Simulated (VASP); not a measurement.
# Ge (Cmmm) in VASP: relaxation of cell and atoms with PBEsol

Aim: the relaxation of cell and atoms of Ge with PBEsol.

Program: VASP 6.6.1. These are calculated values, not measurements. Logs are shortened: lines on timing, memory, paths and dates and some standing lists are left out, and cuts for length are marked.

### 1 The cell of the first run

It takes space group Cmmm (No. 65, orthorhombic). The conventional cell has a = 2.794 Å, b = 5.201 Å, c = 2.698 Å, α = 90.00°, β = 90.00°, γ = 90.00°. Within 3.6 Å of Ge (site symmetry mmm) lie 8 Ge at 2.70 to 2.95 Å.

### 2 Relaxation of cell and atoms, PBEsol

Input file INCAR:

```
PREC     = Accurate       # precision mode
ENCUT    = 600            # plane-wave cutoff, eV
EDIFF    = 1E-6           # SCF threshold, eV
ISMEAR   = -1             # smearing method
SIGMA    = 0.15           # smearing width, eV
LREAL    = False          # projectors in reciprocal space
LASPH    = True           # aspherical terms in the spheres
NELM     = 100            # most SCF steps
ALGO     = Normal         # electronic algorithm
ISIF     = 3              # what is computed and relaxed
LWAVE    = False          # write WAVECAR
LCHARG   = False          # write CHGCAR
GGA      = PS             # functional
IBRION   = 2              # ionic algorithm
NSW      = 80             # ionic steps
EDIFFG   = -0.01          # ionic threshold
```

Input file KPOINTS:

```
regular mesh
0
Gamma
  12 12 11
```

Input file POSCAR:

```
Ge
1.0
    1.3971490000     -2.6005160000      0.0000000000
    1.3971490000      2.6005160000      0.0000000000
    0.0000000000      0.0000000000      2.6982310000
Ge
1
Direct
    0.5000000000      0.5000000000      0.0000000000
```

Potentials or basis: VASP PAW PBE potentials, release 64 (Ge_d).

On the command line:

```bash
$ cat potpaw_PBE.64/Ge_d/POTCAR > POTCAR
$ mpirun -np 1 vasp_std > vasp.out
```

OUTCAR:

```text
PREC = Accurate
   ENCUT = 600
   EDIFF = 1E-6
   ISMEAR = -1
   LREAL = False
   LASPH = True
   NELM = 100
   ISIF = 3
   GGA = PS
   IBRION = 2
   NSW = 80
   EDIFFG = -0.01

 ion  position               nearest neighbor table
   1  0.500  0.500  0.000-

  LATTYP: Found a base centered orthorhombic cell.
 ALAT       =     2.7942980000
 B/A-ratio  =     1.8613018368
 C/A-ratio  =     0.9656203454

  Lattice vectors:

 A1 = (   1.3971490000,  -2.6005160000,   0.0000000000)
 A2 = (   1.3971490000,   2.6005160000,   0.0000000000)
 A3 = (   0.0000000000,   0.0000000000,   2.6982310000)

Analysis of symmetry for initial positions (statically):
=====================================================================
 Subroutine PRICEL returns:
 Original cell was already a primitive cell.

 Routine SETGRP: Setting up the symmetry group for a
 base centered orthorhombic supercell.

 Subroutine GETGRP returns: Found  8 space group operations
 (whereof  8 operations were pure point group operations)
 out of a pool of  8 trial point group operations.

The static configuration has the point symmetry D_2h.

Analysis of symmetry for dynamics (positions and initial velocities):
=====================================================================
 Subroutine PRICEL returns:
 Original cell was already a primitive cell.

 Routine SETGRP: Setting up the symmetry group for a
 base centered orthorhombic supercell.

 Subroutine GETGRP returns: Found  8 space group operations
 (whereof  8 operations were pure point group operations)
 out of a pool of  8 trial point group operations.

The dynamic configuration has the point symmetry D_2h.

 Subroutine INISYM returns: Found  8 space group operations
 (whereof  8 operations are pure point group operations),
 and found     1 'primitive' translations

----------------------------------------------------------------------------------------

                                     Primitive cell

  volume of cell :      19.6070

  direct lattice vectors                    reciprocal lattice vectors
     1.397149000 -2.600516000  0.000000000     0.357871637 -0.192269534  0.000000000
     1.397149000  2.600516000  0.000000000     0.357871637  0.192269534  0.000000000
     0.000000000  0.000000000  2.698231000     0.000000000  0.000000000  0.370613191

  length of vectors
     2.952068562  2.952068562  2.698231000     0.406250763  0.406250763  0.370613191

[... 110 lines left out ...]
 non-spin polarized calculation
  energy-cutoff  :      600.00
  volume of cell :       19.61
 maximum number of plane-waves:       674
   NGX = 11   NGY = 11   NGZ = 11

--------------------------------------- Ionic step        1  -------------------------------------------

 number of electron      14.0000008 magnetization

 Free energy of the ion-electron system (eV)
  ---------------------------------------------------
  ext. energy  EPLUGINS =         0.00000000
  ---------------------------------------------------
  free energy    TOTEN  =        -4.74550206 eV

  energy without entropy =       -4.71165424  energy(sigma->0) =       -4.72857815

------------------------ aborting loop because EDIFF is reached ----------------------------------------

  FORCE on cell =-STRESS in cart. coord.  units (eV):
  Direction    XX          YY          ZZ          XY          YZ          ZX
  --------------------------------------------------------------------------------------
  -------------------------------------------------------------------------------------
  Total       -0.3831678     -0.7656970     -0.3727949      0.0000000      0.0000000      0.0000000
  in kB      -31.3103715    -62.5685583    -30.4627543      0.0000000      0.0000000      0.0000000
  external PRESSURE =     -41.4472280 kB  Pullay stress =       0.0000000 kB
[... 86 lines left out ...]
  FREE ENERGIE OF THE ION-ELECTRON SYSTEM (eV)
  ---------------------------------------------------
  free  energy   TOTEN  =        -4.7652084129 eV

  energy  without entropy=       -4.7354436769  energy(sigma->0) =       -4.75032604

[... ionic steps 4 to 9 ...]

--------------------------------------- Ionic step       10  -------------------------------------------

 number of electron      14.0000002 magnetization

------------------------ aborting loop because EDIFF is reached ----------------------------------------
[... 65 lines left out ...]
--------------------------------------- Ionic step       12  -------------------------------------------

 number of electron      14.0000001 magnetization

 Free energy of the ion-electron system (eV)
  ---------------------------------------------------
  ext. energy  EPLUGINS =         0.00000000
  ---------------------------------------------------
  free energy    TOTEN  =        -4.77175777 eV

  energy without entropy =       -4.74444272  energy(sigma->0) =       -4.75810025

 E-fermi :   6.7893     XC(G=0): -11.5090

 val. band max:        6.6435936412   @ k =   0.2500  -0.0000   0.2727
 cond. band min:       6.7942945883   @ k =  -0.4167   0.3333   0.3636
 fundamental gap:      0.1507009470
 Fermi energy:         6.7892740942

 k-point     1 :       0.0000    0.0000    0.0000
  band No.  band energies     occupation
      1     -17.9490      2.00000
      2     -17.8466      2.00000
      3     -17.8462      2.00000
      4     -17.6887      2.00000
      5     -17.6885      2.00000
      6      -6.6375      2.00000
      7      13.4567      0.00000
      8      15.4054      0.00000
      9      15.4155      0.00000
     10      17.0309      0.00000
     11      21.2041      0.00000
[... 309 lines left out ...]
 k-point    24 :      -0.4167    0.1667    0.0000
  band No.  band energies     occupation
      1     -17.8971      2.00000
      2     -17.8460      2.00000
      3     -17.7426      2.00000
      4     -17.7338      2.00000
      5     -17.7063      2.00000
      6      -3.4046      2.00000
      7       5.1285      1.99997
      8       7.9745      0.00074
      9      16.3747      0.00000
     10      20.0602      0.00000
     11      21.1145      0.00000

 [... further k-points ...]

------------------------ aborting loop because EDIFF is reached ----------------------------------------

  FORCE on cell =-STRESS in cart. coord.  units (eV):
  Direction    XX          YY          ZZ          XY          YZ          ZX
  --------------------------------------------------------------------------------------
  -------------------------------------------------------------------------------------
  Total        0.0061506      0.0007641     -0.0076579      0.0000000      0.0000000      0.0000000
  in kB        0.5355891      0.0665345     -0.6668435      0.0000000      0.0000000      0.0000000
  external PRESSURE =      -0.0215733 kB  Pullay stress =       0.0000000 kB
[... 16 lines left out ...]
  FREE ENERGIE OF THE ION-ELECTRON SYSTEM (eV)
  ---------------------------------------------------
  free  energy   TOTEN  =        -4.7717577731 eV

  energy  without entropy=       -4.7444427224  energy(sigma->0) =       -4.75810025

 reached required accuracy - stopping structural energy minimisation
```

CONTCAR:

```text
Ge
   1.00000000000000
     1.4120767421235028   -2.4470939278472992    0.0000000000000000
     1.4120767421235028    2.4470939278472992    0.0000000000000000
     0.0000000000000000    0.0000000000000000    2.6623119909588859
  Ge
     1
Direct
     0.5000000000000000    0.5000000000000000    0.0000000000000000

  0.00000000E+00  0.00000000E+00  0.00000000E+00
```

Run time: 6.6 min. Hardware: 1 thread of Intel Xeon 8259CL, shared host; peak memory 0.2 GiB.

What came out:

| Quantity | Value |
| --- | --- |
| Free energy | -4.7718 eV |
| Relaxed volume | 18.40 Å³/atom |
| Relaxed cell | a = 2.825 Å, b = 2.825 Å, c = 2.662 Å, α = 90.00°, β = 90.00°, γ = 120.03° |
| Space group after relaxing (to 0.1 Å) | P6/mmm (No. 191) |
| Energy gained by relaxing | 26.3 meV/atom |
| Ionic steps | 12 |
| Pressure after relaxing | 0.0 GPa |
| Band gap on the k mesh | zero (bands 7 and 8 overlap by 10.43 eV) |

Step by step:
```csv
step,energy change (eV),largest force (eV/Å),pressure (GPa),volume (Å³)
1,0.0000,0.0000,-4.14,19.61
2,-0.0195,0.0000,1.04,18.20
3,-0.0197,0.0000,0.40,18.32
4,-0.0197,0.0000,0.62,18.30
5,-0.0240,0.0000,0.62,18.28
6,-0.0255,0.0000,0.66,18.26
7,-0.0257,0.0000,0.58,18.25
8,-0.0262,0.0000,-0.23,18.46
9,-0.0262,0.0000,0.19,18.41
10,-0.0262,0.0000,-0.15,18.42
11,-0.0262,0.0000,-0.04,18.41
12,-0.0263,0.0000,0.00,18.40
```

Final structure:
```cif
data_structure
_symmetry_space_group_name_H-M 'P 1'
_symmetry_Int_Tables_number 1
_cell_length_a 2.8253
_cell_length_b 2.8253
_cell_length_c 2.6623
_cell_angle_alpha 90.000
_cell_angle_beta 90.000
_cell_angle_gamma 120.026
_cell_volume 18.40
loop_
_atom_site_label
_atom_site_type_symbol
_atom_site_fract_x
_atom_site_fract_y
_atom_site_fract_z
_atom_site_occupancy
Ge1 Ge 0.50000 0.50000 0.00000 1
```

Levels at points of the mesh, in eV from the Fermi level:
| k point | band 5 | band 6 | band 7 | band 8 | band 9 | band 10 |
| --- | --- | --- | --- | --- | --- | --- |
| (0.00, 0.00, 0.00) | -24.48 | -13.43 | 6.67 | 8.62 | 8.63 | 10.24 |
| (0.50, 0.00, 0.00) | -24.49 | -8.19 | -5.79 | 4.26 | 8.27 | 10.72 |
| (0.50, 0.50, 0.00) | -24.49 | -8.19 | -5.79 | 4.28 | 8.29 | 10.71 |

Caveat: the PAW data sets were made with another functional, which shifts forces and pressure a little.

The gap in the log of VASP goes by the Fermi energy; the results here count the filled bands.